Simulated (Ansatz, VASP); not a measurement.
# One calculation of Zr2TiC3, two programs

INCAR

```
SYSTEM = Zr2TiC3
PREC     = Accurate       ! precision mode
ENCUT    = 520            ! plane-wave cutoff, eV
EDIFF    = 1E-6           ! SCF threshold, eV
ISMEAR   = 0              ! smearing method
SIGMA    = 0.2            ! smearing width, eV
LREAL    = .FALSE.        ! projectors in reciprocal space
LASPH    = .TRUE.         ! aspherical terms in the spheres
NELM     = 60             ! most SCF steps
ALGO     = Normal         ! electronic algorithm
ISIF     = 2              ! what is computed and relaxed
LWAVE    = .FALSE.        ! write WAVECAR
LCHARG   = .FALSE.        ! write CHGCAR
GGA      = PE             ! functional
NBANDS   = 60             ! bands
```

KPOINTS

```
Automatic mesh
0
G
  6 4 6
  0 0 0
```

Contents of POSCAR:

```
Zr2TiC3
1.0
    0.0000000000     -3.2617296522      0.0000000000
    6.5234593044      0.0000000000      0.0000000000
   -1.6308648261      1.6308648261      6.8758153548
Zr Ti C
4 2 6
Direct
    0.8365371315      0.4182685657      0.6730742629
    0.8365371315      0.9182685657      0.6730742629
    0.1634628685      0.0817314343      0.3269257371
    0.1634628685      0.5817314343      0.3269257371
    0.5000000000      0.2500000000      0.0000000000
    0.5000000000      0.7500000000      0.0000000000
    0.6612395700      0.3306197850      0.3224791400
    0.6612395700      0.8306197850      0.3224791400
    0.3387604300      0.1693802150      0.6775208600
    0.3387604300      0.6693802150      0.6775208600
    0.0000000000      0.0000000000      0.0000000000
    0.0000000000      0.5000000000      0.0000000000
```

Input for Ansatz:

```yaml
crystal:
  lattice:
    - [0.0, -3.2617296522, 0.0]
    - [6.5234593044, 0.0, 0.0]
    - [-1.6308648261, 1.6308648261, 6.8758153548]
  atoms:
    - { symbol: Zr, position: [0.8365371315, 0.4182685657, 0.6730742629] }
    - { symbol: Zr, position: [0.8365371315, 0.9182685657, 0.6730742629] }
    - { symbol: Zr, position: [0.1634628685, 0.0817314343, 0.3269257371] }
    - { symbol: Zr, position: [0.1634628685, 0.5817314343, 0.3269257371] }
    - { symbol: Ti, position: [0.5, 0.25, 0.0] }
    - { symbol: Ti, position: [0.5, 0.75, 0.0] }
    - { symbol: C, position: [0.66123957, 0.330619785, 0.32247914] }
    - { symbol: C, position: [0.66123957, 0.830619785, 0.32247914] }
    - { symbol: C, position: [0.33876043, 0.169380215, 0.67752086] }
    - { symbol: C, position: [0.33876043, 0.669380215, 0.67752086] }
    - { symbol: C, position: [0.0, 0.0, 0.0] }
    - { symbol: C, position: [0.0, 0.5, 0.0] }
basis:
  ecutwfc: 420
kpoints:
  mp_grid: { grid: [6, 4, 6] }
hamiltonian:
  xc: pbe
scf:
  occupations: { method: gaussian, width: 0.2 }
  lower_state_search: "off"
output:
  forces: true
  stress: true
  eigenvalues: true
```

Alike in both runs: task single point; functional PBE; k mesh 6 × 4 × 6; occupations gaussian, width 0.2 eV; no spin polarisation.

|  | VASP | Ansatz |
| --- | --- | --- |
| version | VASP 6.6.1 | Ansatz 0.2.0 |
| potentials or method | VASP PAW PBE potentials, release 64 (Zr_sv, Ti_sv, C), cutoff 520 eV | scalar-relativistic, plane waves, PAW |
| valence electrons in the cell | 96 | 96 |

VASP gave:

- gap on the k mesh at the Fermi level (eV): none
- pressure (GPa): 0.3
- traceless stress, the component that is largest in VASP (GPa): 0.37
- rms of the force components (eV/Å): 0.006

Question: Estimate Ansatz's values.

Answer: gap on the k mesh at the Fermi level (eV): none; pressure (GPa): 0.0; traceless stress, the component that is largest in VASP (GPa): 0.38; rms of the force components (eV/Å): 0.007.

Atom by atom the forces differ by 0.002 eV/Å (rms over components). A gap of «none» marks a metal or a gap that the smearing closes. With one functional, cell and mesh, what is left measures potentials, basis and numerics.
